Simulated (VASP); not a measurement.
A run of VASP 6.6.1 is set up as follows.

The input INCAR:

```
SYSTEM = MgO
  PREC = Accurate
  ENCUT = 600
  EDIFF = 1E-6
  ISMEAR = 0
  SIGMA = 0.01
  LREAL = .False.
  LASPH = .True.
  NELM = 120
  ALGO = Normal
  ISIF = 2
  LWAVE = .False.
  LCHARG = .True.
  GGA = PE
  LELF = .True.
  LVHAR = .True.
  NBANDS = 11
  GGA_COMPAT = .False.
```

Contents of KPOINTS:

```
regular mesh
0
Gamma
  4 4 4
  0 0 0
```

File POSCAR:

```
MgO
1.0
    0.0000000000      2.1332071247      2.1332071247
    2.1332071247      0.0000000000      2.1332071247
    2.1332071247      2.1332071247      0.0000000000
Mg O
1 1
Direct
    0.0000000000      0.0000000000      0.0000000000
    0.5000000000      0.5000000000      0.5000000000
```

Potentials or basis: VASP PAW PBE potentials, release 64 (Mg, O).

The run is started by

```console
$ cat potpaw_PBE.64/Mg/POTCAR potpaw_PBE.64/O/POTCAR > POTCAR
$ mpirun -np 1 vasp_std > vasp.out
```

(1) Predict the band gap on the k mesh.

(2) Predict the pressure.

Answers

(1) 4.35 eV, direct.

(2) -2.3 GPa.

Caveat: the k points lie up to 0.64 Å⁻¹ apart.
